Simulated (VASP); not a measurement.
A run of VASP 6.6.1 is set up as follows.

The input INCAR:

```
PREC = Accurate
ENCUT = 600
EDIFF = 1E-6
ISMEAR = -1
SIGMA = 0.05
LREAL = F
LASPH = T
NELM = 100
ALGO = Normal
ISIF = 3
LWAVE = F
LCHARG = F
IBRION = 2
NSW = 80
EDIFFG = -0.02
```

Contents of KPOINTS:

```
regular mesh
0
Gamma
  5 5 5
```

Contents of POSCAR:

```
ZrRh3
1.0
    3.9300000000      0.0000000000      0.0000000000
    0.0000000000      3.9300000000      0.0000000000
    0.0000000000      0.0000000000      3.9300000000
Zr Rh
1 3
Direct
    0.0000000000      0.0000000000      0.0000000000
    0.0000000000      0.5000000000      0.5000000000
    0.5000000000      0.0000000000      0.5000000000
    0.5000000000      0.5000000000      0.0000000000
```

Potentials or basis: VASP PAW LDA potentials, release 64 (Zr_sv, Rh_pv).

Command:

```bash
$ cat potpaw_LDA.64/Zr_sv/POTCAR potpaw_LDA.64/Rh_pv/POTCAR > POTCAR
$ mpirun -np 1 vasp_std > vasp.out
```

(1) What does it give for the space group after relaxing (to 0.05 Å)?

(2) Predict the relaxed cell.

(3) Estimate the relaxed volume.

## Answers

(1) Pm-3m (No. 221).

(2) a = 3.880 Å, b = 3.880 Å, c = 3.880 Å, α = 90.00°, β = 90.00°, γ = 90.00°.

(3) 14.60 Å³/atom.
